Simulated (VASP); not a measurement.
Set up this calculation in VASP 6.6.1, as the native input.

```yaml
Task: single point
Functional: r2SCAN
Potentials_or_basis: VASP PAW PBE potentials, release 64 (Rb_sv, Cl)
Cutoff: 550 eV
k_mesh: 6 × 6 × 6
Occupations: gaussian, width 0.01 eV
Spin: no spin polarisation
Dipole_correction: no
Further_INCAR_settings: ALGO = Normal; EDIFF = 1e-06; NBANDS = 15
```

The system is RbCl.

```
CELL_PARAMETERS angstrom
0.00000 3.33846 3.33846
3.33846 0.00000 3.33846
3.33846 3.33846 0.00000
ATOMIC_POSITIONS crystal
Rb 0.00000 0.00000 0.00000
Cl 0.50000 0.50000 0.50000
```

This cell differs from its parent crystal: volume changed by +3%.

The input as run:

POSCAR

```
RbCl
1.0
    0.0000000000      3.3384585325      3.3384585325
    3.3384585325      0.0000000000      3.3384585325
    3.3384585325      3.3384585325      0.0000000000
Rb Cl
1 1
Direct
    0.0000000000      0.0000000000      0.0000000000
    0.5000000000      0.5000000000      0.5000000000
```

INCAR.step1

```
ALGO = Normal
EDIFF = 1E-5
ENCUT = 550
GGA = PE
GGA_COMPAT = False
ISMEAR = 0
LASPH = True
LCHARG = False
LREAL = False
LWAVE = True
NBANDS = 15
NELM = 120
PREC = Accurate
SIGMA = 0.01
```

INCAR.step2

```
ALGO = Normal
EDIFF = 1E-6
ENCUT = 550
GGA_COMPAT = False
ISIF = 2
ISMEAR = 0
ISTART = 1
LASPH = True
LCHARG = False
LMIXTAU = True
LREAL = False
LWAVE = False
METAGGA = R2SCAN
NBANDS = 15
NELM = 120
PREC = Accurate
SIGMA = 0.01
```

KPOINTS

```
k-points
0
Gamma
  6 6 6
```

Potentials or basis: VASP PAW PBE potentials, release 64 (Rb_sv, Cl).

Launch:

```console
$ cat potpaw_PBE.64/Rb_sv/POTCAR potpaw_PBE.64/Cl/POTCAR > POTCAR
$ cp INCAR.step1 INCAR
$ mpirun -np 1 vasp_std > vasp.out
$ cp INCAR.step2 INCAR
$ mpirun -np 1 vasp_std > vasp.out
```

Results of the run:

```yaml
Pressure: -0.4 GPa
Band_gap_on_the_k_mesh: 5.46 eV, direct
```

Caveat: the PAW data sets were made with another functional, which shifts forces and pressure a little.

Run time: 72 s on 1 thread of Intel(R) Xeon(R) Platinum 8259CL CPU @ 2.50GHz (Skylake/Cascade Lake), with other jobs on the host, peak memory 0.22 GiB.
